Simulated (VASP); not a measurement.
Cr2O3: single point with PBE

Crystal: Cr2O3.

```
Cr O
1.0
     2.56064    1.47838    4.63713
    -2.56064    1.47838    4.63713
     0.00000   -2.95677    4.63713
Cr O
4 6
Direct
  0.34939 0.34939 0.34939
  0.15061 0.15061 0.15061
  0.65061 0.65061 0.65061
  0.84939 0.84939 0.84939
  0.54994 0.95006 0.25000
  0.25000 0.54994 0.95006
  0.95006 0.25000 0.54994
  0.45006 0.04994 0.75000
  0.75000 0.45006 0.04994
  0.04994 0.75000 0.45006
```

This cell differs from its parent crystal: volume scaled by 1.06, then relaxed in part.

```json
{
  "Program": "VASP 6.6.1",
  "Task": "single point",
  "Functional": "PBE",
  "Potentials or basis": "VASP PAW PBE potentials, release 64 (Cr_pv, O)",
  "Cutoff": "520 eV",
  "k mesh": "6 × 6 × 6",
  "Occupations": "gaussian, width 0.02 eV",
  "Spin": "collinear spin, ferromagnetic start",
  "Starting moments": "[2.68, 2.68, 2.68, 2.68, 0.0, 0.0, 0.0, 0.0, 0.0, 0.0] μB",
  "Dipole correction": "no",
  "Further INCAR settings": "ALGO = Normal; EDIFF = 1e-07; NBANDS = 57"
}
```

```yaml
Pressure: -10.6 GPa
Largest_force: 0.010 eV/Å
Band_gap_on_the_k_mesh: 1.02 eV, indirect (least direct gap 1.19 eV)
Net_moment: 12.00 μB per cell
Site_moments: Cr +2.91; O -0.03 μB
Valence_electrons_inside_the_program's_atomic_spheres: Cr 10.56; O 5.01
```

Forces in eV/Å, atoms in the order of the input:
```
Cr   0.000  0.000  0.010
Cr   0.000  0.000 -0.010
Cr   0.000  0.000 -0.010
Cr   0.000  0.000  0.010
O    0.005  0.000  0.000
O   -0.002  0.004  0.000
O   -0.002 -0.004  0.000
O   -0.005  0.000  0.000
O    0.002 -0.004  0.000
O    0.002  0.004  0.000
```

Levels at points of the mesh, in eV from the valence-band top:
Spin up:
```
           k point  band 44  band 45  band 46  band 47  band 48  band 49  band 50  band 51  band 52  band 53
(0.00, 0.00, 0.00)    -0.85    -0.27    -0.19    -0.19     0.00     1.22     1.22     1.38     1.38     2.70
(0.50, 0.00, 0.00)    -0.64    -0.47    -0.47    -0.37    -0.37     1.72     1.72     1.91     1.91     2.05
(0.50, 0.50, 0.00)    -0.68    -0.52    -0.25    -0.23    -0.17     1.02     1.35     1.35     1.76     2.06
(0.50, 0.50, 0.50)    -0.57    -0.54    -0.54    -0.54    -0.54     1.73     1.73     1.73     1.73     2.32
```
Spin down:
```tsv
k point	band 34	band 35	band 36	band 37	band 38	band 39
(0.00, 0.00, 0.00)	-2.40	-2.40	-2.36	1.39	1.65	1.65
(0.50, 0.00, 0.00)	-3.37	-2.52	-2.52	1.29	1.29	2.02
(0.50, 0.50, 0.00)	-3.12	-2.89	-2.55	1.38	1.49	1.58
(0.50, 0.50, 0.50)	-2.97	-2.97	-2.97	2.06	2.06	2.06
```

Run time: 19 min on 1 thread of Intel Xeon 8259CL, on a shared host, peak memory 0.48 GiB.

Caveat: only a ferromagnetic start was run, and an antiferromagnetic order may lie lower in energy. A k mesh can miss the band edges.
